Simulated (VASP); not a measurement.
Wanted: the native input for a VASP 6.6.1 run.

| Property | Result |
| --- | --- |
| Task | electric field gradients |
| Functional | PBE |
| Potentials or basis | VASP PAW PBE potentials, release 64 (Mg, S) |
| Cutoff | 520 eV |
| k mesh | 9 × 9 × 9 |
| Occupations | fermi-dirac, width 0.02 eV |
| Spin | no spin polarisation |
| Dipole correction | no |
| Further INCAR settings | ALGO = Normal; EDIFF = 1e-08; NBANDS = 11 |

The structure of MgS (Niningerite) lies in POSCAR:

```
MgS
1.0
    0.0000000000      2.6016500000      2.6016500000
    2.6016500000      0.0000000000      2.6016500000
    2.6016500000      2.6016500000      0.0000000000
Mg S
1 1
Direct
    0.0000000000      0.0000000000      0.0000000000
    0.5000000000      0.5000000000      0.5000000000
```

One way to write it, as run:

INCAR

```
ALGO = Normal
EDIFF = 1E-8
ENCUT = 520
GGA = PE
ISIF = 2
ISMEAR = -1
LASPH = True
LCHARG = False
LEFG = True
LREAL = False
LWAVE = False
NBANDS = 11
NELM = 60
PREC = Accurate
SIGMA = 0.02
```

KPOINTS

```
k-points
0
Gamma
  9 9 9
```

Potentials or basis: VASP PAW PBE potentials, release 64 (Mg, S).

Launch:

```bash
$ cat potpaw_PBE.64/Mg/POTCAR potpaw_PBE.64/S/POTCAR > POTCAR
$ mpirun -np 1 vasp_std > vasp.out
```

It gave:

```json
{
  "Pressure": "0.9 GPa",
  "Band gap on the k mesh": "2.91 eV, indirect (least direct gap 3.71 eV)"
}
```

Caveat: without QUAD_EFG the Cq values of the log hold for a quadrupole moment of 1 mb, not for the nuclei.

Wall time 14 s on 1 thread of Intel(R) Xeon(R) 6975P-C (Granite Rapids), on a shared host, peak memory 0.15 GiB.
